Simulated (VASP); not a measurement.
# HfB2 (P6/mmm) in VASP: further runs

HfB2 is run at these levels: PBEsol; tasks: single point.

Program: VASP 6.6.1. These are calculated values, not measurements. Logs are shortened: lines on timing, memory, paths and dates and some standing lists are left out, and cuts for length are marked.

## 1. The cell of the first run

Symmetry: P6/mmm, No. 191, hexagonal system. The conventional cell has a = 3.103 Å, b = 3.103 Å, c = 3.412 Å, α = 90.00°, β = 90.00°, γ = 120.00°. Within 3.5 Å of Hf (site symmetry 6/mmm) lie 12 B at 2.47 Å and 8 Hf at 3.10 to 3.41 Å. B (site symmetry -6m2) has 3 B at 1.79 Å and 6 Hf at 2.47 Å within 2.5 Å.

## 2. Single point, PBEsol

Contents of INCAR:

```
PREC = Accurate
ENCUT = 520
EDIFF = 1E-7
ISMEAR = -1
SIGMA = 0.08
LREAL = F
LASPH = T
NELM = 60
ALGO = Normal
ISIF = 2
LWAVE = F
LCHARG = T
GGA = PS
LELF = T
LVHAR = T
NBANDS = 15
```

Contents of KPOINTS:

```
Automatic mesh
0
Gamma
  16 16 12
```

Contents of POSCAR:

```
HfB2
1.0
    3.1033204232      0.0000000000      0.0000000000
   -1.5516602116      2.6875543226      0.0000000000
    0.0000000000      0.0000000000      3.4123721805
Hf B
1 2
Direct
    0.0000000000      0.0000000000      0.0000000000
    0.3333333333      0.6666666667      0.5000000000
    0.6666666667      0.3333333333      0.5000000000
```

Potentials or basis: VASP PAW PBE potentials, release 64 (Hf_pv, B).

Launch:

```sh
$ cat potpaw_PBE.64/Hf_pv/POTCAR potpaw_PBE.64/B/POTCAR > POTCAR
$ mpirun -np 1 vasp_std > vasp.out
```

OUTCAR:

```text
PREC = Accurate
   ENCUT = 520
   EDIFF = 1E-7
   ISMEAR = -1
   LREAL = F
   LASPH = T
   NELM = 60
   ISIF = 2
   GGA = PS

 ion  position               nearest neighbor table
   1  0.000  0.000  0.000-   2 2.47   3 2.47   2 2.47   3 2.47   3 2.47   3 2.47   2 2.47   2 2.47
                             3 2.47   3 2.47   2 2.47   2 2.47
   2  0.333  0.667  0.500-   3 1.79   3 1.79   3 1.79   1 2.47   1 2.47   1 2.47   1 2.47   1 2.47
                             1 2.47
   3  0.667  0.333  0.500-   2 1.79   2 1.79   2 1.79   1 2.47   1 2.47   1 2.47   1 2.47   1 2.47
                             1 2.47

  LATTYP: Found a hexagonal cell.
 ALAT       =     3.1033204232
 C/A-ratio  =     1.0995874467

  Lattice vectors:

 A1 = (   3.1033204232,   0.0000000000,   0.0000000000)
 A2 = (  -1.5516602116,   2.6875543226,   0.0000000000)
 A3 = (   0.0000000000,   0.0000000000,   3.4123721805)

Analysis of symmetry for initial positions (statically):
=====================================================================
 Subroutine PRICEL returns:
 Original cell was already a primitive cell.

 Routine SETGRP: Setting up the symmetry group for a
 hexagonal supercell.

 Subroutine GETGRP returns: Found 24 space group operations
 (whereof 24 operations were pure point group operations)
 out of a pool of 24 trial point group operations.

The static configuration has the point symmetry D_6h.

Analysis of symmetry for dynamics (positions and initial velocities):
=====================================================================
 Subroutine PRICEL returns:
 Original cell was already a primitive cell.

 Routine SETGRP: Setting up the symmetry group for a
 hexagonal supercell.

 Subroutine GETGRP returns: Found 24 space group operations
 (whereof 24 operations were pure point group operations)
 out of a pool of 24 trial point group operations.

The dynamic configuration has the point symmetry D_6h.

 Subroutine INISYM returns: Found 24 space group operations
 (whereof 24 operations are pure point group operations),
 and found     1 'primitive' translations

----------------------------------------------------------------------------------------

                                     Primitive cell

  volume of cell :      28.4604

  direct lattice vectors                    reciprocal lattice vectors
     3.103320423  0.000000000  0.000000000     0.322235497  0.186042751  0.000000000
    -1.551660212  2.687554323  0.000000000     0.000000000  0.372085502  0.000000000
     0.000000000  0.000000000  3.412372180     0.000000000  0.000000000  0.293051270

  length of vectors
     3.103320423  3.103320423  3.412372180     0.372085502  0.372085502  0.293051270

  position of ions in fractional coordinates (direct lattice)
[... 91 lines left out ...]
   PSTRESS=    0.0 pullay stress
   NELECT =      16.0000    total number of electrons
   NUPDOWN=      -1.0000    fix difference up-down
   EMIN   =  10.00;   EMAX   =-10.00  energy-range for DOS
   EFERMI =   0.00;   METHOD = LEGACY
   ISMEAR =    -1;   SIGMA  =   0.08  broadening in eV -4-tet -1-fermi 0-gaus
   EFERMI_NEDOS =   21; number of points for ismear=-14 and -15
   IALGO  =     38    algorithm
   IMIX   =      4    mixing-type and parameters
     AMIX     =   0.40;   BMIX     =  1.00
     AMIX_MAG =   1.60;   BMIX_MAG =  1.00
  volume/ion in A,a.u.               =       9.49        64.02
  Fermi-wavevector in a.u.,A,eV,Ry     =   1.351143  2.553291 24.838635  1.825588
  Thomas-Fermi vector in A             =   2.478589
   LORBIT       =      0    0 simple, 1 ext, 2 COOP (PROOUT), +10 PAW based schemes
   GGA     = PS    functional components
   LHFCALC =     F    Hartree Fock is set to
   AEXX    =    0.0000 exact exchange contribution
   IVDW    =     0    specifies the selected vdW correction
   LEPSILON=     F    determine dielectric tensor
   LRPA    =     F    only Hartree local field effects (RPA)
 non-spin polarized calculation
  energy-cutoff  :      520.00
  volume of cell :       28.46
 maximum number of plane-waves:       780
 NGX is ok and might be reduce to    24
   NGX = 11   NGY = 11   NGZ = 13

 number of electron      16.0000001 magnetization

 Free energy of the ion-electron system (eV)
  ---------------------------------------------------
  ext. energy  EPLUGINS =         0.00000000
  ---------------------------------------------------
  free energy    TOTEN  =       -27.85238736 eV

  energy without entropy =      -27.84720566  energy(sigma->0) =      -27.84979651

 E-fermi :   7.9232     XC(G=0): -12.8855

 val. band max:        7.9137403438   @ k =   0.0625   0.0625   0.5000
 cond. band min:       7.9312081699   @ k =   0.1875   0.1875   0.0833
 fundamental gap:      0.0174678261
 Fermi energy:         7.9231625503

 k-point     1 :       0.0000    0.0000    0.0000
  band No.  band energies     occupation
      1     -22.5327      2.00000
      2     -21.9821      2.00000
      3     -21.9821      2.00000
      4      -6.0703      2.00000
      5       4.7778      2.00000
      6       4.8556      2.00000
      7       4.8556      2.00000
      8       5.2327      2.00000
      9      12.1021      0.00000
     10      12.1021      0.00000
     11      12.8667      0.00000
     12      12.8667      0.00000
     13      13.0228      0.00000
     14      13.0228      0.00000
[... 401 lines left out ...]
      2     -22.3949      2.00000
      3     -22.2703      2.00000
      4      -3.2567      2.00000
      5       0.9388      2.00000
      6       2.4970      2.00000
      7       4.1038      2.00000
      8       7.3834      1.99765
      9       8.0603      0.30509
     10       9.3416      0.00000
     11      14.2265      0.00000
     12      14.9915      0.00000
     13      15.2636      0.00000
     14      16.4227      0.00000
     15      18.3755      0.00000

 [... further k-points ...]
[... 5 lines left out ...]
  --------------------------------------------------------------------------------------
  -------------------------------------------------------------------------------------
  Total        1.2254613      1.2254613      1.3034250      0.0000000     -0.0000000      0.0000000
  in kB       68.9874225     68.9874225     73.3763959      0.0000000     -0.0000000      0.0000000
  external PRESSURE =      70.4504136 kB  Pullay stress =       0.0000000 kB

 VOLUME and BASIS-vectors are now :
 -----------------------------------------------------------------------------
  energy-cutoff  :      520.00
  volume of cell :       28.46
      direct lattice vectors                 reciprocal lattice vectors
     3.103320423  0.000000000  0.000000000     0.322235497  0.186042751  0.000000000
    -1.551660212  2.687554323  0.000000000     0.000000000  0.372085502  0.000000000
     0.000000000  0.000000000  3.412372180     0.000000000  0.000000000  0.293051270

 POSITION                                       TOTAL-FORCE (eV/Angst)
 -----------------------------------------------------------------------------------
      0.00000      0.00000      0.00000        -0.000000      0.000000      0.000000
     -0.00000      1.79170      1.70619        -0.000000     -0.000000      0.000000
      1.55166      0.89585      1.70619         0.000000      0.000000      0.000000
 -----------------------------------------------------------------------------------
    total drift:                               -0.000000      0.000000      0.000000

  FREE ENERGIE OF THE ION-ELECTRON SYSTEM (eV)
  ---------------------------------------------------
  free  energy   TOTEN  =       -27.8523873597 eV

  energy  without entropy=      -27.8472056622  energy(sigma->0) =      -27.84979651
```

It took 93 s on 1 thread of Intel Xeon 8259CL, shared host; peak memory 0.21 GiB.

What came out:

```
Free energy            : -27.8524 eV
Pressure               : 7.0 GPa
Band gap on the k mesh : zero (bands 8 and 9 overlap by 1.20 eV)
```

Levels at points of the mesh, in eV from the Fermi level:
| k point | band 6 | band 7 | band 8 | band 9 | band 10 | band 11 |
| --- | --- | --- | --- | --- | --- | --- |
| (0.00, 0.00, 0.00) | -3.07 | -3.07 | -2.69 | 4.18 | 4.18 | 4.94 |
| (0.50, 0.00, 0.00) | -4.26 | -3.51 | -3.06 | 2.24 | 2.81 | 5.90 |
| (0.00, 0.00, 0.50) | -1.24 | -1.24 | 0.19 | 0.19 | 0.98 | 0.98 |
| (0.50, 0.00, 0.50) | -5.19 | -4.91 | -2.60 | 4.21 | 4.46 | 6.53 |

Caveat: the cell stands under pressure; the PAW data sets were made with another functional, which shifts forces and pressure a little; spin-orbit coupling is left out, which moves the levels of the heavy elements.

(Part 1 of 2 ends here.)
